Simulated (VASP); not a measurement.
Set up this calculation in VASP 6.6.1, as the native input.

```
Task                   : single point
Functional             : PBEsol
Potentials or basis    : VASP PAW PBE potentials, release 64 (Ba_sv)
Cutoff                 : 400 eV
k mesh                 : 1 × 1 × 1
Occupations            : gaussian, width 0.05 eV
Spin                   : no spin polarisation
Dipole correction      : no
Further INCAR settings : ALGO = Normal; EDIFF = 1e-06; NBANDS = 44
```

The structure of Ba (a cell with a defect) lies in POSCAR:

```
Ba
1.0
    7.8354350800      0.0000000000      0.0000000000
    0.0000000000      7.8354350800      0.0000000000
    0.0000000000      0.0000000000      7.8354350800
Ba
7
Direct
    0.0000000000      0.0000000000      0.2500000294
    0.0000000000      0.4999999311     -0.0023882528
    0.0000000000      0.5000000587      0.5023883115
    0.5000000587      0.0000000000     -0.0023882528
    0.5000000587      0.0000000000      0.5023881839
    0.5000000587      0.4999999311      0.0042034679
    0.5000000587      0.5000000587      0.4957964632
```

One way to write it, as run:

INCAR

```
PREC = Accurate
ENCUT = 400
EDIFF = 1E-6
ISMEAR = 0
SIGMA = 0.05
LREAL = F
LASPH = T
NELM = 120
ALGO = Normal
ISIF = 2
LWAVE = F
LCHARG = F
GGA = PS
NBANDS = 44
GGA_COMPAT = F
```

KPOINTS

```
regular mesh
0
Gamma
  1 1 1
```

Potentials or basis: VASP PAW PBE potentials, release 64 (Ba_sv).

Launch:

```bash
$ cat potpaw_PBE.64/Ba_sv/POTCAR > POTCAR
$ mpirun -np 1 vasp_gam > vasp.out
```

Results of the run:

```json
{
  "Pressure": "-2.5 GPa",
  "Largest force": "0.034 eV/Å"
}
```

Caveat: the k points lie up to 0.80 Å⁻¹ apart; the PAW data sets were made with another functional, which shifts forces and pressure a little.

It took 57 s on 1 thread of AMD EPYC 7R13, on a shared host, peak memory 0.31 GiB.
